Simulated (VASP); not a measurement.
A run of VASP 6.6.1 is set up as follows.

The input INCAR:

```
ALGO = Normal ; EDIFF = 1E-7
ENCUT = 520 ; GGA = PE
ISIF = 2 ; ISMEAR = 0
IVDW = 12 ; LASPH = T
LCHARG = F ; LREAL = Auto
LWAVE = F ; NBANDS = 90
NELM = 100 ; PREC = Accurate
SIGMA = 0.1
```

KPOINTS

```
k-points
0
Gamma
  1 1 1
```

Contents of POSCAR:

```
Rb
1.0
   11.1800000000      0.0000000000      0.0000000000
    0.0000000000     11.1800000000      0.0000000000
    0.0000000000      0.0000000000     11.1800000000
Rb
17
Direct
   -0.0002330948      0.0181869410     -0.0023728980
    0.5027983900      0.0128535778     -0.0036147585
   -0.1025706619      0.4147760286     -0.0045412343
    0.0111707513      0.0032644902      0.4963929338
    0.2464985689      0.2657193202      0.2449533989
    0.5060272809      0.5021581395     -0.0016189624
    0.5042952594      0.0281059034      0.5066674419
    0.7402000000      0.2322540250      0.2758486583
    0.0071575134      0.5133803220      0.4946825581
    0.3055471377      0.7836989267      0.2972720930
    0.2433763864      0.2695019678      0.7533179785
    0.5120967800      0.4953476744      0.5005392665
    0.7546649374      0.7578603757      0.2512367621
    0.7452077818      0.2336709302      0.7184467800
    0.2884597496      0.7746779070      0.7111575134
    0.7573851521      0.7563338104      0.7467982111
    0.1292949911      0.6551872093      0.0160205725
```

Potentials or basis: VASP PAW PBE potentials, release 64 (Rb_sv).

The run is started by

```sh
$ cat potpaw_PBE.64/Rb_sv/POTCAR > POTCAR
$ mpirun -np 1 vasp_gam > vasp.out
```

(1) What does it give for the pressure?

(2) What does it give for the largest force?

(3) What does it give for the dispersion energy per atom?

Results:

(1) 0.2 GPa.

(2) 0.020 eV/Å.

(3) -0.112 eV.

Caveat: the k points lie up to 0.56 Å⁻¹ apart.
